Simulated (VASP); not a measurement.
Input of a VASP 6.6.1 run:

INCAR

```
SYSTEM = WC
PREC     = Accurate       ! precision mode
ENCUT    = 520            ! plane-wave cutoff, eV
EDIFF    = 1E-7           ! SCF threshold, eV
ISMEAR   = 0              ! smearing method
SIGMA    = 0.15           ! smearing width, eV
LREAL    = .FALSE.        ! projectors in reciprocal space
LASPH    = .TRUE.         ! aspherical terms in the spheres
NELM     = 100            ! most SCF steps
ALGO     = Normal         ! electronic algorithm
ISIF     = 2              ! what is computed and relaxed
LWAVE    = .FALSE.        ! write WAVECAR
LCHARG   = .FALSE.        ! write CHGCAR
GGA      = PS             ! functional
NBANDS   = 16             ! bands
```

The input KPOINTS:

```
Automatic mesh
0
G
  24 24 22
  0 0 0
```

The input POSCAR:

```
WC
1.0
    2.7824771203      0.0000000000      0.0000000000
   -1.3912385602      2.4096958716      0.0000000000
    0.0000000000      0.0000000000      2.9407163797
W C
1 1
Direct
    0.0000000000      0.0000000000      0.0000000000
    0.6666666667      0.3333333333      0.5000000000
```

Potentials or basis: VASP PAW PBE potentials, release 64 (W_sv, C).

Command:

```bash
$ cat potpaw_PBE.64/W_sv/POTCAR potpaw_PBE.64/C/POTCAR > POTCAR
$ mpirun -np 1 vasp_std > vasp.out
```

Estimate the band gap on the k mesh.

zero (bands 9 and 10 overlap by 1.23 eV).

Predict the pressure.

18.9 GPa.

Stress tensor (GPa, compression positive):
```
 38.61   0.00   0.00
  0.00  38.61   0.00
  0.00   0.00 -20.66
```

Caveat: the cell differs from its parent crystal (strain -0.040 along x and y, +0.040 along z); the cell stands under pressure; the PAW data sets were made with another functional, which shifts forces and pressure a little; spin-orbit coupling is left out, which moves the levels of the heavy elements.
